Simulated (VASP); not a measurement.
## CsH: single point with LDA

The system is CsH.

```
CELL_PARAMETERS angstrom
0.03985 3.18800 3.18800
3.18800 0.03985 3.18800
3.22785 3.22785 0.00000
ATOMIC_POSITIONS crystal
Cs 0.00000 0.00000 0.00000
H 0.50000 0.50000 0.50000
```

This cell differs from its parent crystal: strain +0.0250 x Voigt [0, 0, 0, 0, 0, 1].

| Quantity | Value |
| --- | --- |
| Program | VASP 6.6.1 |
| Task | single point |
| Functional | LDA |
| Potentials or basis | VASP PAW LDA potentials, release 64 (Cs_sv, H) |
| Cutoff | 520 eV |
| k mesh | 8 × 8 × 8 |
| Occupations | gaussian, width 0.05 eV |
| Spin | no spin polarisation |
| Dipole correction | no |
| Further INCAR settings | ALGO = Normal; EDIFF = 1e-06; NBANDS = 12 |

```json
{
 "Pressure": "-1.2 GPa",
 "Band gap on the k mesh": "1.92 eV (least direct gap 1.94 eV)"
}
```

Stress tensor (GPa, compression positive):
```
-1.24 -0.14  0.00
-0.14 -1.24  0.00
 0.00  0.00 -1.24
```

Levels at points of the mesh, in eV from the valence-band top:
```tsv
k point	band 3	band 4	band 5	band 6	band 7	band 8
(0.00, 0.00, 0.00)	-7.91	-7.90	-1.88	4.86	4.95	5.09
(0.50, 0.00, 0.00)	-8.01	-8.01	0.00	1.94	4.43	4.58
(0.50, 0.50, 0.00)	-8.21	-8.17	-1.23	2.85	5.30	7.85
(0.00, 0.00, 0.50)	-7.99	-7.99	-0.02	1.92	4.49	4.66
(0.50, 0.00, 0.50)	-8.19	-8.19	-1.23	2.85	5.30	7.83
```

Wall time 82 s on 1 thread of Intel Xeon 8259CL, with other jobs on the host, peak memory 0.22 GiB.

Caveat: the cell differs from its parent crystal (strain +0.0250 x Voigt [0, 0, 0, 0, 0, 1]); spin-orbit coupling is left out, which moves the levels of the heavy elements. A k mesh can miss the band edges.
